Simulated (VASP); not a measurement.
A run of VASP 6.6.1 is set up as follows.

The input INCAR:

```
SYSTEM = Mo
PREC = Accurate
ENCUT = 500
EDIFF = 1E-7
ISMEAR = 0
SIGMA = 0.1
LREAL = .False.
LASPH = .True.
NELM = 120
ALGO = Normal
ISIF = 3
LWAVE = .False.
LCHARG = .False.
GGA = PE
IBRION = 2
NSW = 100
EDIFFG = -0.002
GGA_COMPAT = .False.
NELMIN = 4
```

KPOINTS

```
Automatic mesh
0
Gamma
  18 18 18
  0 0 0
```

The input POSCAR:

```
Mo
1.0
   -1.5816435785      1.5816435785      1.5816435785
    1.5816435785     -1.5816435785      1.5816435785
    1.5816435785      1.5816435785     -1.5816435785
Mo
1
Direct
    0.0000000000      0.0000000000      0.0000000000
```

Potentials or basis: VASP PAW PBE potentials, release 64 (Mo_sv).

Launch:

```bash
$ cat potpaw_PBE.64/Mo_sv/POTCAR > POTCAR
$ mpirun -np 1 vasp_std > vasp.out
```

Question: Estimate the band gap on the k mesh.

Answer: Zero (bands 7 and 8 overlap by 5.26 eV).

Question: Predict the space group after relaxing (to 0.1 Å).

Answer: Im-3m (No. 229).

Question: Estimate the relaxed volume.

Answer: 15.82 Å³/atom.

Question: Predict the relaxed cell.

Answer: a = 2.739 Å, b = 2.739 Å, c = 2.739 Å, α = 109.47°, β = 109.47°, γ = 109.47°.

Final structure:
```
Mo
1.0
    -1.58127    1.58127    1.58127
     1.58127   -1.58127    1.58127
     1.58127    1.58127   -1.58127
Mo
1
Cartesian
  0.0000 0.0000 0.0000
```
